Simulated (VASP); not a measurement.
Input of a VASP 6.6.1 run:

Contents of INCAR:

```
PREC = Accurate ; ENCUT = 520
EDIFF = 1E-6 ; ISMEAR = 0
SIGMA = 0.05 ; LREAL = False
LASPH = True ; NELM = 150
ALGO = Normal ; ISIF = 2
LWAVE = False ; LCHARG = True
ISPIN = 2 ; MAGMOM = 0 0 0 0 0 0 1
LORBIT = 11 ; LDIPOL = True
IDIPOL = 3 ; DIPOL = 0.5 0.5 0.307
GGA = PE ; LELF = True
LVHAR = True ; LVACPOTAV = True
NBANDS = 28
```

Contents of KPOINTS:

```
Automatic mesh
0
Gamma
  9 9 1
```

File POSCAR:

```
Mg3O3F
1.0
    3.0085896314      0.0000000000      0.0000000000
    0.0000000000      3.0085896314      0.0000000000
    0.0000000000      0.0000000000     21.2799623077
Mg O F
3 3 1
Direct
    0.5000000000      0.5000000000      0.1879702578
    0.0000000000      0.0000000000      0.2881792351
    0.5000000000      0.5000000000      0.3867964645
    0.0000000000      0.0000000000      0.1879702578
    0.5000000000      0.5000000000      0.2877217412
    0.0000000000      0.0000000000      0.3890966623
    0.0000000000      0.0000000000      0.4215215318
```

Potentials or basis: VASP PAW PBE potentials, release 64 (Mg, O, F).

Launch:

```console
$ cat potpaw_PBE.64/Mg/POTCAR potpaw_PBE.64/O/POTCAR potpaw_PBE.64/F/POTCAR > POTCAR
$ mpirun -np 1 vasp_std > vasp.out
```

Question: Estimate the site moments.

Answer: Mg +0.00, +0.14; O +0.00, +0.01, +0.05; F +0.02 μB.

Question: Predict the largest force.

Answer: 434.607 eV/Å.

Forces in eV/Å, atoms in the order of the input:
```
Mg     0.000    0.000    0.298
Mg     0.000    0.000   -0.172
Mg     0.000    0.000   -3.532
O      0.000    0.000   -0.309
O      0.000    0.000   -0.364
O      0.000    0.000 -430.528
F      0.000    0.000  434.607
```

Caveat: the standard files for N, O and F lose accuracy on very short bonds.
